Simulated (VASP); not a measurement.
# MgS in VASP: further runs, part 2 of 2

VASP 6.6.1. The steps go on from the part before.

### 4 Relaxation of cell and atoms, PBE

Input file INCAR:

```
PREC = Accurate ; ENCUT = 600
EDIFF = 1E-6 ; ISMEAR = 0
SIGMA = 0.1 ; LREAL = F
LASPH = T ; NELM = 100
ALGO = Normal ; ISIF = 3
LWAVE = F ; LCHARG = F
GGA = PE ; IBRION = 2
NSW = 90 ; EDIFFG = -0.04
```

Input file KPOINTS:

```
regular mesh
0
Gamma
  6 6 6
```

Input file POSCAR:

```
MgS
1.0
    3.2735842834      0.0000000000      0.0000000000
    0.0000000000      3.2735842834      0.0000000000
    0.0000000000      0.0000000000      3.2735842834
Mg S
1 1
Direct
    0.0000000000      0.0000000000      0.0000000000
    0.5000000000      0.5000000000      0.5000000000
```

Potentials or basis: VASP PAW PBE potentials, release 64 (Mg, S).

Launch:

```bash
> cat potpaw_PBE.64/Mg/POTCAR potpaw_PBE.64/S/POTCAR > POTCAR
> mpirun -np 1 vasp_std > vasp.out
```

OUTCAR:

```text
PREC = Accurate
   ENCUT = 600
   EDIFF = 1E-6
   ISMEAR = 0
   LREAL = F
   LASPH = T
   NELM = 100
   ISIF = 3
   GGA = PE
   IBRION = 2
   NSW = 90
   EDIFFG = -0.04

 ion  position               nearest neighbor table
   1  0.000  0.000  0.000-   2 2.84   2 2.84   2 2.84   2 2.84   2 2.84   2 2.84   2 2.84   2 2.84

   2  0.500  0.500  0.500-   1 2.84   1 2.84   1 2.84   1 2.84   1 2.84   1 2.84   1 2.84   1 2.84

  LATTYP: Found a simple cubic cell.
 ALAT       =     3.2735842834

  Lattice vectors:

 A1 = (   3.2735842834,   0.0000000000,   0.0000000000)
 A2 = (   0.0000000000,   3.2735842834,   0.0000000000)
 A3 = (   0.0000000000,   0.0000000000,   3.2735842834)

Analysis of symmetry for initial positions (statically):
=====================================================================
 Subroutine PRICEL returns:
 Original cell was already a primitive cell.

 Routine SETGRP: Setting up the symmetry group for a
 simple cubic supercell.

 Subroutine GETGRP returns: Found 48 space group operations
 (whereof 48 operations were pure point group operations)
 out of a pool of 48 trial point group operations.
[... 165 lines left out ...]
 Fermi energy:         5.3055315323

 k-point     1 :       0.0000    0.0000    0.0000
  band No.  band energies     occupation
      1      -8.6227      2.00000
      2       4.0138      2.00000
      3       4.0138      2.00000
      4       4.0138      2.00000
      5       6.1173      0.00000
      6       9.7388      0.00000
      7       9.7388      0.00000
      8      17.7488      0.00000
[... 199 lines left out ...]
 k-point    20 :       0.5000    0.5000    0.5000
  band No.  band energies     occupation
      1      -5.6509      2.00000
      2       1.6070      2.00000
      3       1.6070      2.00000
      4       1.6070      2.00000
      5       7.0090      0.00000
      6       7.0090      0.00000
      7       7.0090      0.00000
      8      10.5934      0.00000

------------------------ aborting loop because EDIFF is reached ----------------------------------------

  FORCE on cell =-STRESS in cart. coord.  units (eV):
  Direction    XX          YY          ZZ          XY          YZ          ZX
  --------------------------------------------------------------------------------------
  -------------------------------------------------------------------------------------
  Total       -0.0793595     -0.0793595     -0.0793595      0.0000000     -0.0000000     -0.0000000
  in kB       -3.6244226     -3.6244226     -3.6244226      0.0000000     -0.0000000     -0.0000000
  external PRESSURE =      -3.6244226 kB  Pullay stress =       0.0000000 kB

 VOLUME and BASIS-vectors are now :
 -----------------------------------------------------------------------------
  energy-cutoff  :      600.00
  volume of cell :       35.08
      direct lattice vectors                 reciprocal lattice vectors
     3.273584283  0.000000000  0.000000000     0.305475562  0.000000000  0.000000000
     0.000000000  3.273584283  0.000000000     0.000000000  0.305475562  0.000000000
     0.000000000  0.000000000  3.273584283     0.000000000  0.000000000  0.305475562

 POSITION                                       TOTAL-FORCE (eV/Angst)
 -----------------------------------------------------------------------------------
      0.00000      0.00000      0.00000         0.000000      0.000000      0.000000
      1.63679      1.63679      1.63679         0.000000      0.000000      0.000000
 -----------------------------------------------------------------------------------
    total drift:                               -0.000000      0.000000      0.000000

  FREE ENERGIE OF THE ION-ELECTRON SYSTEM (eV)
  ---------------------------------------------------
  free  energy   TOTEN  =        -7.2530099266 eV

  energy  without entropy=       -7.2487431379  energy(sigma->0) =       -7.25087653

 reached required accuracy - stopping structural energy minimisation
```

CONTCAR:

```text
MgS
   1.00000000000000
     3.2735842834000000    0.0000000000000000    0.0000000000000000
     0.0000000000000000    3.2735842834000000    0.0000000000000000
     0.0000000000000000    0.0000000000000000    3.2735842834000000
  Mg              S
     1     1
Direct
     0.0000000000000000    0.0000000000000000    0.0000000000000000
     0.5000000000000000    0.5000000000000000    0.5000000000000000

  0.00000000E+00  0.00000000E+00  0.00000000E+00
  0.00000000E+00  0.00000000E+00  0.00000000E+00
```

Run time: 10 s. Hardware: 1 thread of Intel Xeon 8259CL, shared host; peak memory 0.15 GiB.

Results:

```
Free energy             : -7.2530 eV
Pressure after relaxing : -0.4 GPa
```

Final structure:
```
CELL_PARAMETERS angstrom
3.27358 0.00000 0.00000
0.00000 3.27358 0.00000
0.00000 0.00000 3.27358
ATOMIC_POSITIONS crystal
Mg 0.00000 0.00000 0.00000
S 0.50000 0.50000 0.50000
```

Levels at points of the mesh, in eV from the Fermi level:
| k point | band 1 | band 2 | band 3 | band 4 | band 5 | band 6 | band 7 | band 8 |
| --- | --- | --- | --- | --- | --- | --- | --- | --- |
| (0.00, 0.00, 0.00) | -13.93 | -1.29 | -1.29 | -1.29 | 0.81 | 4.43 | 4.43 | 12.44 |
| (0.50, 0.00, 0.00) | -12.77 | -6.59 | -0.55 | -0.55 | 3.85 | 6.20 | 7.23 | 7.45 |
| (0.50, 0.50, 0.00) | -11.83 | -4.96 | -4.96 | -0.36 | 0.16 | 7.64 | 8.38 | 8.38 |
| (0.50, 0.50, 0.50) | -10.96 | -3.70 | -3.70 | -3.70 | 1.70 | 1.70 | 1.70 | 5.29 |

Caveat: the relaxation stopped at its first step, so nothing moved.

### 5 Single point, PBE

This run uses another cell than the first one, of 17.58 Å³/atom, 1.002 times its volume.

Input file INCAR:

```
  ALGO = Normal
  EDIFF = 1E-7
  ENCUT = 520
  GGA = PE
  ISIF = 2
  ISMEAR = 0
  LASPH = True
  LCHARG = False
  LREAL = False
  LWAVE = False
  NBANDS = 11
  NELM = 60
  PREC = Accurate
  SIGMA = 0.1
```

Input file KPOINTS:

```
k-points
0
Gamma
  16 16 16
```

Input file POSCAR:

```
MgS
1.0
    3.2761386674      0.0000000000      0.0000000000
    0.0000000000      3.2761386674      0.0000000000
    0.0000000000      0.0000000000      3.2761386674
Mg S
1 1
Direct
    0.0000000000      0.0000000000      0.0000000000
    0.5000000000      0.5000000000      0.5000000000
```

Launch:

```bash
> cat potpaw_PBE.64/Mg/POTCAR potpaw_PBE.64/S/POTCAR > POTCAR
> mpirun -np 1 vasp_std > vasp.out
```

It took 49 s on 1 thread of Intel Xeon 8259CL, shared host; peak memory 0.19 GiB.

It converged, with:

```
Free energy            : -7.2570 eV
Pressure               : -0.3 GPa
Band gap on the k mesh : zero (band 4 reaches 5.35 eV, above the bottom of band 5 at 5.12 eV)
```

Levels at points of the mesh, in eV from the Fermi level:
```
           k point  band 1  band 2  band 3  band 4  band 5  band 6  band 7  band 8  band 9
(0.00, 0.00, 0.00)  -13.89   -1.27   -1.27   -1.27    0.80    4.44    4.44   12.42   12.42
(0.50, 0.00, 0.00)  -12.74   -6.56   -0.53   -0.53    3.84    6.19    7.24    7.45    7.45
(0.50, 0.50, 0.00)  -11.79   -4.93   -4.93   -0.36    0.18    7.65    8.37    8.37    9.11
(0.50, 0.50, 0.50)  -10.93   -3.67   -3.67   -3.67    1.70    1.70    1.70    5.26   16.35
```

### 6 Relaxation of cell and atoms, PBE

Input file INCAR:

```
SYSTEM = MgS
PREC = Accurate
ENCUT = 600
EDIFF = 1E-6
ISMEAR = 0
SIGMA = 0.1
LREAL = .False.
LASPH = .True.
NELM = 80
ALGO = Normal
ISIF = 3
LWAVE = .False.
LCHARG = .False.
GGA = PE
IBRION = 2
NSW = 100
EDIFFG = -0.01
```

Input file KPOINTS:

```
Automatic mesh
0
Gamma
  16 16 16
  0 0 0
```

Input file POSCAR:

```
MgS
1.0
    3.2735842834      0.0000000000      0.0000000000
    0.0000000000      3.2735842834      0.0000000000
    0.0000000000      0.0000000000      3.2735842834
Mg S
1 1
Direct
    0.0000000000      0.0000000000      0.0000000000
    0.5000000000      0.5000000000      0.5000000000
```

Potentials or basis: VASP PAW PBE potentials, release 64 (Mg, S).

Launch:

```bash
> cat potpaw_PBE.64/Mg/POTCAR potpaw_PBE.64/S/POTCAR > POTCAR
> mpirun -np 1 vasp_std > vasp.out
```

It took 98 s on 1 thread of Intel Xeon 8259CL, shared host; peak memory 0.21 GiB.

It converged, with:

| Item | Value |
| --- | --- |
| Free energy | -7.2573 eV |
| Relaxed volume | 17.50 Å³/atom |
| Relaxed cell | a = 3.271 Å, b = 3.271 Å, c = 3.271 Å, α = 90.00°, β = 90.00°, γ = 90.00° |
| Space group after relaxing (to 0.05 Å) | Pm-3m (No. 221) |
| Energy gained by relaxing | 0.0 meV/atom |
| Ionic steps | 2 |
| Pressure after relaxing | 0.0 GPa |
| Band gap on the k mesh | zero (band 4 reaches 5.40 eV, above the bottom of band 5 at 5.16 eV) |

Final structure:
```yaml
crystal:
  lattice:
    - [3.27083, 0.00000, 0.00000]
    - [0.00000, 3.27083, 0.00000]
    - [0.00000, 0.00000, 3.27083]
  atoms:
    - { symbol: Mg, position: [0.00000, 0.00000, 0.00000] }
    - { symbol: S, position: [0.50000, 0.50000, 0.50000] }
```

Levels at points of the mesh, in eV from the Fermi level:
```csv
k point,band 2,band 3,band 4,band 5,band 6,band 7
"(0.00, 0.00, 0.00)",-1.28,-1.28,-1.28,0.83,4.43,4.43
"(0.50, 0.00, 0.00)",-6.59,-0.53,-0.53,3.86,6.23,7.24
"(0.50, 0.50, 0.00)",-4.96,-4.96,-0.37,0.19,7.66,8.40
"(0.50, 0.50, 0.50)",-3.69,-3.69,-3.69,1.70,1.70,1.70
```

### 7 Overview

```tsv
task	cell	k mesh	cutoff (eV)	gap on the mesh (eV)	pressure (GPa)
single point	a = 3.274 Å, 2 atoms	6 × 6 × 6	520	-	-0.4
single point	a = 3.267, b = 3.267, c = 3.288 Å, 2 atoms	6 × 6 × 4	520	none	-0.3
relaxation of cell and atoms	relaxed from a = 3.274 Å, 2 atoms	6 × 6 × 6	600	-	-0.4
single point	a = 3.276 Å, 2 atoms	16 × 16 × 16	520	none	-0.3
relaxation of cell and atoms	relaxed from a = 3.274 Å, 2 atoms	16 × 16 × 16	600	none	0.0
```

Alike in all rows: level PBE; potentials or basis VASP PAW PBE potentials, release 64 (Mg, S); no spin polarisation; smearing gaussian 0.1 eV.

Caveats: some runs use coarse meshes; the relaxation stopped at its first step, so nothing moved (some runs).

Absolute energies hang on the potentials; compare differences alone.
